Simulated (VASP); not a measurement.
Set up this calculation in VASP 6.6.1, as the native input.

```yaml
Task: single point
Functional: r2SCAN
Potentials_or_basis: VASP PAW PBE potentials, release 64 (Al, N)
Cutoff: 520 eV
k_mesh: 9 × 9 × 6
Occupations: gaussian, width 0.02 eV
Spin: no spin polarisation
Dipole_correction: no
Further_INCAR_settings: ALGO = Normal; EDIFF = 1e-06; NBANDS = 16
```

The system is AlN.

```xyz
4
Lattice="3.0481 0.0000 0.0000 -1.5240 2.6397 0.0000 0.0000 0.0000 4.8615" Properties=species:S:1:pos:R:3 pbc="T T T"
Al    0.0000    1.7598   -0.0072
Al    1.5240    0.8799    2.4235
N     0.0000    1.7598    1.8546
N     1.5240    0.8799    4.2854
```

The input as run:

POSCAR

```
AlN
1.0
    3.0480597402      0.0000000000      0.0000000000
   -1.5240298701      2.6396971673      0.0000000000
    0.0000000000      0.0000000000      4.8615444651
Al N
2 2
Direct
    0.3333333333      0.6666666667     -0.0014902365
    0.6666666667      0.3333333333      0.4985097635
    0.3333333333      0.6666666667      0.3814902365
    0.6666666667      0.3333333333      0.8814902365
```

INCAR.step1

```
PREC = Accurate
ENCUT = 520
ISMEAR = 0
SIGMA = 0.02
LREAL = False
LASPH = True
NELM = 100
NBANDS = 16
GGA = PE
ALGO = Normal
EDIFF = 1E-4
LWAVE = True
LCHARG = False
```

INCAR.step2

```
PREC = Accurate
ENCUT = 520
EDIFF = 1E-6
ISMEAR = 0
SIGMA = 0.02
LREAL = False
LASPH = True
NELM = 100
ALGO = Normal
ISIF = 2
LWAVE = False
LCHARG = False
METAGGA = R2SCAN
LMIXTAU = True
NBANDS = 16
ISTART = 1
```

KPOINTS

```
regular mesh
0
Gamma
  9 9 6
```

Potentials or basis: VASP PAW PBE potentials, release 64 (Al, N).

Command:

```bash
$ cat potpaw_PBE.64/Al/POTCAR potpaw_PBE.64/N/POTCAR > POTCAR
$ cp INCAR.step1 INCAR
$ mpirun -np 1 vasp_std > vasp.out
$ cp INCAR.step2 INCAR
$ mpirun -np 1 vasp_std > vasp.out
```

It gave:

The pressure is 14.3 GPa and the band gap on the k mesh is 5.47 eV.

Caveat: the cell stands under pressure; the PAW data sets were made with another functional, which shifts forces and pressure a little; an odd mesh through Γ misses points on the zone boundary, where band edges can lie.

It took 58 s on 1 thread of AMD EPYC 9R45 96-Core Processor (Zen 5), on a shared host, peak memory 0.14 GiB.
